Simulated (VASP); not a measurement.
Input of a VASP 6.6.1 run:

The input INCAR:

```
  ALGO = Normal
  EDIFF = 1E-8
  ENCUT = 600
  GGA = PS
  IBRION = 6
  ISIF = 3
  ISMEAR = -1
  LASPH = True
  LCHARG = False
  LREAL = False
  LWAVE = False
  NELM = 80
  NFREE = 2
  NSW = 1
  POTIM = 0.015
  PREC = Accurate
  SIGMA = 0.1
```

KPOINTS

```
k-points
0
Gamma
  14 14 14
```

Contents of POSCAR:

```
GaSb
1.0
    0.0000000000      2.9890689341      2.9890689341
    2.9890689341      0.0000000000      2.9890689341
    2.9890689341      2.9890689341      0.0000000000
Ga Sb
1 1
Direct
    0.0000000000      0.0000000000      0.0000000000
    0.7500000000      0.7500000000      0.7500000000
```

Potentials or basis: VASP PAW PBE potentials, release 64 (Ga_d, Sb).

Launch:

```console
$ cat potpaw_PBE.64/Ga_d/POTCAR potpaw_PBE.64/Sb/POTCAR > POTCAR
$ mpirun -np 1 vasp_std > vasp.out
```

**Question.** Predict the elastic constants C11, C12, C44.

**Answer.** 96, 52, 42 GPa.

**Question.** Estimate the Voigt bulk modulus.

**Answer.** 66 GPa.

**Question.** What does it give for the highest phonon frequency at Γ, LO-TO splitting left out?

**Answer.** 240 cm⁻¹.

Phonon frequencies in cm⁻¹ (negative: imaginary):
```
              q point        frequencies
(0.000, 0.000, 0.000)  0 0 0 240 240 240
```

Caveat: the cell is under stress, which shifts elastic constants; the PAW data sets were made with another functional, which shifts forces and pressure a little.
